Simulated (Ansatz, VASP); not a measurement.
Ge3PdF4: VASP beside Ansatz

```xyz
8
Lattice="5.0359 0.0000 0.0000 0.0000 5.0359 0.0000 0.0000 0.0000 5.0359" Properties=species:S:1:pos:R:3 pbc="T T T"
Ge    2.5180    0.0000    0.0000
Ge    0.0000    2.5180    0.0000
Ge    0.0000    0.0000    2.5180
Pd    2.5180    2.5180    2.5180
F     0.0000    2.5180    2.5180
F     2.5180    0.0000    2.5180
F     2.5180    2.5180    0.0000
F     0.0000    0.0000    0.0000
```

Alike in both runs: functional PBE; k mesh 8 × 8 × 8; occupations gaussian, width 0.1 eV; no spin polarisation.

Ansatz relaxed the structure, and its values are those at the end. VASP's run is a single point on that final structure, the one shown.

|  | VASP | Ansatz |
| --- | --- | --- |
| version | VASP 6.6.1 | Ansatz 0.2.0 |
| potentials or method | VASP PAW PBE potentials, release 64 (Ge_d, Pd, F), cutoff 520 eV | scalar-relativistic, plane waves, PAW |
| valence electrons in the cell | 80 | 88 |

|  | VASP | Ansatz | Ansatz less VASP |
| --- | --- | --- | --- |
| gap on the k mesh at the Fermi level (eV) | none | none | - |
| pressure (GPa) | -0.2 | 0.0 | +0.17 |

A gap of «none» marks a metal or a gap that the smearing closes. With one functional, cell and mesh, what is left measures potentials, basis and numerics. VASP's potentials hold 80 valence electrons a cell and Ansatz's 88, so a difference there can come from the potentials and not from the codes.
